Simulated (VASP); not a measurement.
# CdH2O2 (P-3m1) in VASP: a series of runs

CdH2O2 is run at these levels: LDA, r2SCAN, PBE0; tasks: single point.

Program: VASP 6.6.1. These are calculated values, not measurements. Logs are shortened: lines on timing, memory, paths and dates and some standing lists are left out, and cuts for length are marked.

### Step 1. The cell of the first run

It takes space group P-3m1 (No. 164, trigonal). Conventional cell: a = 3.502 Å, b = 3.502 Å, c = 4.569 Å, α = 90.00°, β = 90.00°, γ = 120.00°. Cd (site symmetry -3m) has 6 O at 2.30 Å and 6 H at 2.89 Å within 3.0 Å. Within 1.3 Å of H (site symmetry 3m) lie 1 O at 0.97 Å. O (site symmetry 3m) has 1 H at 0.97 Å within 1.3 Å.

### Step 2. Single point, LDA

The input, INCAR:

```
SYSTEM = CdH2O2
PREC = Accurate ; ENCUT = 520
EDIFF = 1E-7 ; ISMEAR = 0
SIGMA = 0.01 ; LREAL = .False.
LASPH = .True. ; NELM = 100
ALGO = Normal ; ISIF = 2
LWAVE = .False. ; LCHARG = .False.
NBANDS = 21
```

The input, KPOINTS:

```
regular mesh
0
Gamma
  12 12 6
  0 0 0
```

The input, POSCAR:

```
CdH2O2
1.0
    3.5019706953      0.0000000000      0.0000000000
   -1.7509853477      3.0327955854      0.0000000000
    0.0000000000      0.0000000000      4.5691751487
Cd H O
1 2 2
Direct
    0.0000000000      0.0000000000      0.0000000000
    0.6666666667      0.3333333333      0.5468707618
    0.3333333333      0.6666666667      0.4531292382
    0.6666666667      0.3333333333      0.7582064997
    0.3333333333      0.6666666667      0.2417935003
```

Potentials or basis: VASP PAW LDA potentials, release 64 (Cd, H, O).

Command:

```sh
cat potpaw_LDA.64/Cd/POTCAR potpaw_LDA.64/H/POTCAR potpaw_LDA.64/O/POTCAR > POTCAR
mpirun -np 1 vasp_std > vasp.out
```

OUTCAR:

```text
SYSTEM = CdH2O2
   PREC = Accurate
   ENCUT = 520
   EDIFF = 1E-7
   ISMEAR = 0
   LREAL = .False.
   LASPH = .True.
   NELM = 100
   ISIF = 2

 ion  position               nearest neighbor table
   1  0.000  0.000  0.000-   4 2.30   5 2.30   5 2.30   4 2.30   4 2.30   5 2.30
   2  0.667  0.333  0.547-   4 0.97
   3  0.333  0.667  0.453-   5 0.97
   4  0.667  0.333  0.758-   2 0.97   1 2.30   1 2.30   1 2.30
   5  0.333  0.667  0.242-   3 0.97   1 2.30   1 2.30   1 2.30

  LATTYP: Found a hexagonal cell.
 ALAT       =     3.5019706953
 C/A-ratio  =     1.3047439703

  Lattice vectors:

 A1 = (   3.5019706953,   0.0000000000,   0.0000000000)
 A2 = (  -1.7509853477,   3.0327955854,   0.0000000000)
 A3 = (   0.0000000000,   0.0000000000,   4.5691751487)

Analysis of symmetry for initial positions (statically):
=====================================================================
 Subroutine PRICEL returns:
 Original cell was already a primitive cell.

 Routine SETGRP: Setting up the symmetry group for a
 hexagonal supercell.

 Subroutine GETGRP returns: Found 12 space group operations
 (whereof 12 operations were pure point group operations)
 out of a pool of 24 trial point group operations.

The static configuration has the point symmetry D_3d.

Analysis of symmetry for dynamics (positions and initial velocities):
=====================================================================
 Subroutine PRICEL returns:
 Original cell was already a primitive cell.

 Routine SETGRP: Setting up the symmetry group for a
 hexagonal supercell.

 Subroutine GETGRP returns: Found 12 space group operations
 (whereof 12 operations were pure point group operations)
 out of a pool of 24 trial point group operations.

The dynamic configuration has the point symmetry D_3d.

 Subroutine INISYM returns: Found 12 space group operations
 (whereof 12 operations are pure point group operations),
 and found     1 'primitive' translations

----------------------------------------------------------------------------------------

                                     Primitive cell

  volume of cell :      48.5281

  direct lattice vectors                    reciprocal lattice vectors
     3.501970695  0.000000000  0.000000000     0.285553503  0.164864392  0.000000000
    -1.750985348  3.032795585  0.000000000     0.000000000  0.329728784  0.000000000
     0.000000000  0.000000000  4.569175149     0.000000000  0.000000000  0.218857883

  length of vectors
     3.501970695  3.501970695  4.569175149     0.329728784  0.329728784  0.218857883

  position of ions in fractional coordinates (direct lattice)
     0.000000000  0.000000000  0.000000000
     0.666666667  0.333333333  0.546870762
     0.333333333  0.666666667  0.453129238
     0.666666667  0.333333333  0.758206500
     0.333333333  0.666666667  0.241793500

  ion indices of the primitive-cell ions
   primitive index   ion index
                 1           1
                 2           2
                 3           3
                 4           4
                 5           5

----------------------------------------------------------------------------------------

 KPOINTS: regular mesh

Automatic generation of k-mesh.
 Grid dimensions read from file:
 generate k-points for:   12   12    6

 Generating k-lattice:

  Cartesian coordinates                     Fractional coordinates (reciprocal lattice)
     0.023796125  0.013738699  0.000000000     0.083333333  0.000000000  0.000000000
     0.000000000  0.027477399  0.000000000     0.000000000  0.083333333  0.000000000
     0.000000000  0.000000000  0.036476314     0.000000000  0.000000000  0.166666667

  Length of vectors
     0.027477399  0.027477399  0.036476314

  Shift w.r.t. Gamma in fractional coordinates (k-lattice)
     0.000000000  0.000000000  0.000000000

 Subroutine IBZKPT returns following result:
 ===========================================

 Found    100 irreducible k-points:

 Following reciprocal coordinates:
            Coordinates               Weight
  0.000000  0.000000  0.000000      1.000000
  0.083333  0.000000  0.000000      6.000000
  0.166667  0.000000  0.000000      6.000000
  0.250000  0.000000  0.000000      6.000000
  0.333333  0.000000  0.000000      6.000000
  0.416667  0.000000  0.000000      6.000000
[... 16 lines left out ...]
  0.166667  0.000000  0.166667      6.000000
  0.000000  0.166667  0.166667      6.000000
 [... further k-points ...]
   k-points           NKPTS =    100   k-points in BZ     NKDIM =    100   number of bands    NBANDS=     21
   number of dos      NEDOS =    301   number of ions     NIONS =      5
   total plane-waves  NPLWV =  28224
   dimension x,y,z NGX =    28 NGY =   28 NGZ =   36
   dimension x,y,z NGXF=    56 NGYF=   56 NGZF=   72
   ions per type =               1   2   2
   NGX,Y,Z   is equivalent  to a cutoff of  13.29, 13.29, 13.10 a.u.
   NGXF,Y,Z  is equivalent  to a cutoff of  26.58, 26.58, 26.20 a.u.
 SYSTEM =  CdH2O2
   PREC   = accura    normal or accurate (medium, high low for compatibility)
   ISTART =      0    job   : 0-new  1-cont  2-samecut
   ICHARG =      2    charge: 1-file 2-atom 10-const
   ISPIN  =      1    spin polarized calculation?
   LNONCOLLINEAR =      F non collinear calculations
   LSORBIT =      F    spin-orbit coupling
   LASPH  =      T    aspherical Exc in radial PAW
   ENCUT  =  520.0 eV  38.22 Ry    6.18 a.u.   6.51  6.51  8.50*2*pi/ulx,y,z
   NELM   =    100;   NELMIN=  2; NELMDL= -5     # of ELM steps
   EDIFF  = 0.1E-06   stopping-criterion for ELM
   LREAL  =      F    real-space projection
   EDIFFG = 0.1E-05   stopping-criterion for IOM
   NSW    =      0    number of steps for IOM
   IBRION =     -1    ionic relax: 0-MD 1-quasi-New 2-CG
   NFREE  =      0    steps in history (QN), initial steepest desc. (CG)
   ISIF   =      2    stress and relaxation
   ISYM   =      2    0-nonsym 1-usesym 2-fastsym
   POTIM  = 0.5000    time-step for ionic-motion
   TEBEG  =    0.0;   TEEND  =   0.0 temperature during run
   PSTRESS=    0.0 pullay stress
   NELECT =      26.0000    total number of electrons
   NUPDOWN=      -1.0000    fix difference up-down
   EMIN   =  10.00;   EMAX   =-10.00  energy-range for DOS
   EFERMI =   0.00;   METHOD = LEGACY
   ISMEAR =     0;   SIGMA  =   0.01  broadening in eV -4-tet -1-fermi 0-gaus
   EFERMI_NEDOS =   21; number of points for ismear=-14 and -15
   IALGO  =     38    algorithm
   IMIX   =      4    mixing-type and parameters
     AMIX     =   0.40;   BMIX     =  1.00
     AMIX_MAG =   1.60;   BMIX_MAG =  1.00
  volume/ion in A,a.u.               =       9.71        65.50
  Fermi-wavevector in a.u.,A,eV,Ry     =   1.329642  2.512659 24.054399  1.767948
  Thomas-Fermi vector in A             =   2.458789
   LORBIT       =      0    0 simple, 1 ext, 2 COOP (PROOUT), +10 PAW based schemes
   GGA     = CA    functional components
   LHFCALC =     F    Hartree Fock is set to
   AEXX    =    0.0000 exact exchange contribution
   IVDW    =     0    specifies the selected vdW correction
   LEPSILON=     F    determine dielectric tensor
   LRPA    =     F    only Hartree local field effects (RPA)
 non-spin polarized calculation
 Gauss-broadening in eV      SIGMA  =   0.01
  energy-cutoff  :      520.00
  volume of cell :       48.53
 maximum number of plane-waves:      1337
 NGX is ok and might be reduce to    28
   NGX = 13   NGY = 13   NGZ = 17

 number of electron      25.9999987 magnetization

 Free energy of the ion-electron system (eV)
  ---------------------------------------------------
  ext. energy  EPLUGINS =         0.00000000
  ---------------------------------------------------
  free energy    TOTEN  =       -25.11948303 eV

  energy without entropy =      -25.11948303  energy(sigma->0) =      -25.11948303

 E-fermi :   0.0296     XC(G=0): -10.6590

 val. band max:       -0.0880097261   @ k =   0.5000   0.0000   0.0000
 cond. band min:       1.4936436508   @ k =   0.0000   0.0000   0.0000
 fundamental gap:      1.5816533769
 Fermi energy:         0.0295769633

 k-point     1 :       0.0000    0.0000    0.0000
  band No.  band energies     occupation
      1     -18.5361      2.00000
      2     -17.3852      2.00000
      3      -7.8324      2.00000
      4      -6.5583      2.00000
      5      -6.5583      2.00000
      6      -5.7506      2.00000
[... 13 lines left out ...]
     20      14.7476      0.00000
     21      16.9679      0.00000

 k-point     2 :       0.0833    0.0000    0.0000
  band No.  band energies     occupation
      1     -18.5062      2.00000
      2     -17.3985      2.00000
      3      -7.7647      2.00000
      4      -6.5660      2.00000
      5      -6.5264      2.00000
      6      -5.7734      2.00000
[... 13 lines left out ...]
     20      15.0019      0.00000
     21      16.7594      0.00000

 k-point     3 :       0.1667    0.0000    0.0000
  band No.  band energies     occupation
      1     -18.4214      2.00000
      2     -17.4360      2.00000
      3      -7.5744      2.00000
      4      -6.5820      2.00000
      5      -6.4423      2.00000
      6      -5.8458      2.00000
[... 13 lines left out ...]
     20      14.9999      0.00000
     21      15.9985      0.00000
[... 457 lines left out ...]
 k-point    23 :       0.1667    0.0000    0.1667
  band No.  band energies     occupation
      1     -18.3646      2.00000
      2     -17.5031      2.00000
      3      -7.4719      2.00000
      4      -6.6366      2.00000
      5      -6.4291      2.00000
      6      -5.8336      2.00000
[... 13 lines left out ...]
     20      14.7221      0.00000
     21      15.5703      0.00000

 k-point    24 :       0.0000    0.1667    0.1667
  band No.  band energies     occupation
      1     -18.3706      2.00000
      2     -17.4944      2.00000
      3      -7.5340      2.00000
      4      -6.5967      2.00000
      5      -6.4529      2.00000
      6      -5.8594      2.00000
[... 13 lines left out ...]
     20      15.8616      0.00000
     21      15.9851      0.00000

 [... further k-points ...]

------------------------ aborting loop because EDIFF is reached ----------------------------------------

  FORCE on cell =-STRESS in cart. coord.  units (eV):
  Direction    XX          YY          ZZ          XY          YZ          ZX
  --------------------------------------------------------------------------------------
  -------------------------------------------------------------------------------------
  Total       -1.0601698     -1.0601698      0.7891965      0.0000000     -0.0000000      0.0000000
  in kB      -35.0019746    -35.0019746     26.0556725      0.0000000     -0.0000000      0.0000000
  external PRESSURE =     -14.6494255 kB  Pullay stress =       0.0000000 kB

 VOLUME and BASIS-vectors are now :
 -----------------------------------------------------------------------------
  energy-cutoff  :      520.00
  volume of cell :       48.53
      direct lattice vectors                 reciprocal lattice vectors
     3.501970695  0.000000000  0.000000000     0.285553503  0.164864392  0.000000000
    -1.750985348  3.032795585  0.000000000     0.000000000  0.329728784  0.000000000
     0.000000000  0.000000000  4.569175149     0.000000000  0.000000000  0.218857883

 POSITION                                       TOTAL-FORCE (eV/Angst)
 -----------------------------------------------------------------------------------
      0.00000      0.00000      0.00000         0.000000      0.000000      0.000000
      1.75099      1.01093      2.49875        -0.000000      0.000000     -0.891870
     -0.00000      2.02186      2.07043         0.000000      0.000000      0.891870
      1.75099      1.01093      3.46438        -0.000000      0.000000      0.996559
     -0.00000      2.02186      1.10480         0.000000      0.000000     -0.996559
 -----------------------------------------------------------------------------------
    total drift:                                0.000000     -0.000000      0.000000

  FREE ENERGIE OF THE ION-ELECTRON SYSTEM (eV)
  ---------------------------------------------------
  free  energy   TOTEN  =       -25.1194830341 eV

  energy  without entropy=      -25.1194830341  energy(sigma->0) =      -25.11948303
```

Run time: 55 s. Hardware: 1 thread of AMD EPYC 9R45 (Zen 5), shared host; peak memory 0.19 GiB.

Results:

| Item | Value |
| --- | --- |
| Free energy | -25.1195 eV |
| Pressure | -1.5 GPa |
| Largest force | 0.997 eV/Å |
| Band gap on the k mesh | 1.58 eV (least direct gap 1.96 eV) |

Forces in eV/Å, atoms in the order of the input:
```
Cd   0.000  0.000  0.000
H    0.000  0.000 -0.892
H    0.000  0.000  0.892
O    0.000  0.000  0.997
O    0.000  0.000 -0.997
```

Levels at points of the mesh, in eV from the valence-band top:
| k point | band 10 | band 11 | band 12 | band 13 | band 14 | band 15 | band 16 | band 17 |
| --- | --- | --- | --- | --- | --- | --- | --- | --- |
| (0.00, 0.00, 0.00) | -1.13 | -1.13 | -0.38 | -0.38 | 1.58 | 5.96 | 10.11 | 12.68 |
| (0.50, 0.00, 0.00) | -2.93 | -2.58 | -2.36 | 0.00 | 6.34 | 6.44 | 8.70 | 10.37 |
| (0.00, 0.00, 0.50) | -1.40 | -1.40 | -0.07 | -0.07 | 4.17 | 4.38 | 10.97 | 11.39 |
| (0.50, 0.00, 0.50) | -2.49 | -2.04 | -1.85 | -0.54 | 5.93 | 6.84 | 9.01 | 9.26 |

Caveat: the stress differs along the axes, from -4 to 3 GPa. A k mesh can miss the band edges.

### Step 3. Single point, r2SCAN

POSCAR is that of step 2.

The input, INCAR.step1:

```
PREC = Accurate ; ENCUT = 520
ISMEAR = 0 ; SIGMA = 0.01
LREAL = F ; LASPH = T
NELM = 100 ; NBANDS = 21
GGA = PE ; ALGO = Normal
EDIFF = 1E-4 ; LWAVE = T
LCHARG = F
```

The input, INCAR.step2:

```
PREC = Accurate ; ENCUT = 520
EDIFF = 1E-6 ; ISMEAR = 0
SIGMA = 0.01 ; LREAL = F
LASPH = T ; NELM = 100
ALGO = Normal ; ISIF = 2
LWAVE = F ; LCHARG = F
METAGGA = R2SCAN ; LMIXTAU = T
NBANDS = 21 ; ISTART = 1
```

The input, KPOINTS:

```
Automatic mesh
0
Gamma
  12 12 6
```

Potentials or basis: VASP PAW PBE potentials, release 64 (Cd, H, O).

Command:

```sh
cat potpaw_PBE.64/Cd/POTCAR potpaw_PBE.64/H/POTCAR potpaw_PBE.64/O/POTCAR > POTCAR
cp INCAR.step1 INCAR
mpirun -np 1 vasp_std > vasp.out
cp INCAR.step2 INCAR
mpirun -np 1 vasp_std > vasp.out
```

It took 5.5 min on 1 thread of AMD EPYC 9R45 (Zen 5), shared host; peak memory 0.21 GiB.

It converged, with:

```yaml
Free_energy: -44.6726 eV
Pressure: 2.1 GPa
Largest_force: 0.101 eV/Å
Band_gap_on_the_k_mesh: 2.27 eV (least direct gap 2.65 eV)
```

Forces on the atoms (eV/Å):
```
Cd   0.000  0.000  0.000
H    0.000  0.000 -0.101
H    0.000  0.000  0.101
O    0.000  0.000  0.000
O    0.000  0.000  0.000
```

Stress tensor (GPa, compression positive):
```
2.02 0.00 0.00
0.00 2.02 0.00
0.00 0.00 2.29
```

Levels at points of the mesh, in eV from the valence-band top:
```tsv
k point	band 10	band 11	band 12	band 13	band 14	band 15	band 16	band 17
(0.00, 0.00, 0.00)	-1.11	-1.11	-0.38	-0.38	2.27	6.82	11.25	13.90
(0.50, 0.00, 0.00)	-3.04	-2.51	-2.32	0.00	7.19	7.32	9.58	11.27
(0.00, 0.00, 0.50)	-1.39	-1.39	-0.08	-0.08	5.04	5.12	11.79	12.38
(0.50, 0.00, 0.50)	-2.45	-2.05	-1.82	-0.53	6.88	7.69	10.00	10.26
```

Caveat: the PAW data sets were made with another functional, which shifts forces and pressure a little. A k mesh can miss the band edges.

### Step 4. Single point, PBE0

POSCAR is that of step 3.

The input, INCAR.step1:

```
  ALGO = Normal
  EDIFF = 1E-5
  ENCUT = 520
  GGA = PE
  ISIF = 2
  ISMEAR = 0
  KPAR = 4
  LASPH = T
  LCHARG = F
  LREAL = F
  LWAVE = T
  NBANDS = 21
  NELM = 100
  PREC = Accurate
  SIGMA = 0.01
```

The input, INCAR.step2:

```
  AEXX = 0.25
  ALGO = Normal
  EDIFF = 1E-7
  ENCUT = 520
  GGA = PE
  ISIF = 2
  ISMEAR = 0
  ISTART = 1
  KPAR = 4
  LASPH = T
  LCHARG = F
  LHFCALC = T
  LREAL = F
  LWAVE = F
  NBANDS = 21
  NELM = 100
  PREC = Accurate
  PRECFOCK = Fast
  SIGMA = 0.01
```

The input, KPOINTS:

```
k-points
0
Gamma
  6 6 4
```

Command:

```sh
cat potpaw_PBE.64/Cd/POTCAR potpaw_PBE.64/H/POTCAR potpaw_PBE.64/O/POTCAR > POTCAR
cp INCAR.step1 INCAR
mpirun -np 4 vasp_std > vasp.out
cp INCAR.step2 INCAR
mpirun -np 4 vasp_std > vasp.out
```

Wall time 10 min (4 MPI ranks of AMD EPYC 7R43 (Zen 3), shared host); peak memory 0.17 GiB.

It converged, with:

```
Free energy            : -29.6146 eV
Pressure               : 2.2 GPa
Largest force          : 0.143 eV/Å
Band gap on the k mesh : 4.14 eV (least direct gap 4.57 eV)
```

Forces in eV/Å, atoms in the order of the input:
```
Cd   0.000  0.000  0.000
H    0.000  0.000  0.122
H    0.000  0.000 -0.122
O    0.000  0.000 -0.143
O    0.000  0.000  0.143
```

Stress tensor (GPa, compression positive):
```
2.44 0.00 0.00
0.00 2.44 0.00
0.00 0.00 1.83
```

Levels at points of the mesh, in eV from the valence-band top:
```csv
k point,band 9,band 10,band 11,band 12,band 13,band 14,band 15,band 16,band 17,band 18
"(0.00, 0.00, 0.00)",-4.40,-1.12,-1.12,-0.42,-0.42,4.14,8.68,13.49,15.75,15.75
"(0.50, 0.00, 0.00)",-3.84,-3.24,-2.62,-2.44,0.00,9.13,9.39,11.62,13.21,14.18
"(0.00, 0.00, 0.50)",-5.30,-1.42,-1.42,-0.09,-0.09,6.90,7.12,13.89,14.54,15.72
"(0.50, 0.00, 0.50)",-4.47,-2.53,-2.14,-1.90,-0.57,8.89,9.60,12.16,12.28,13.35
```

Caveat: the PAW data sets were made with another functional, which shifts forces and pressure a little.

### Step 5. The runs side by side

```csv
level,potentials or basis,k mesh,grid for exact exchange (PRECFOCK),share of exact exchange,gap on the mesh (eV),pressure (GPa),largest force (eV/Å)
LDA,"VASP PAW LDA potentials, release 64 (Cd, H, O)",12 × 12 × 6,-,-,1.58,-1.5,1.00
r2SCAN,"VASP PAW PBE potentials, release 64 (Cd, H, O)",12 × 12 × 6,-,-,2.27,2.1,0.10
PBE0,"VASP PAW PBE potentials, release 64 (Cd, H, O)",6 × 6 × 4,Fast,0.25,4.14,2.2,0.14
```

Alike in all rows: task single point; no spin polarisation; cell as given; cutoff (eV) 520; smearing gaussian 0.01 eV.

Caveats: the PAW data sets were made with another functional, which shifts forces and pressure a little (at least some runs); the stress differs along the axes, from -4 to 3 GPa (at least some runs).

Total energies depend on the potentials used, so only differences within one code and one set of settings carry meaning.
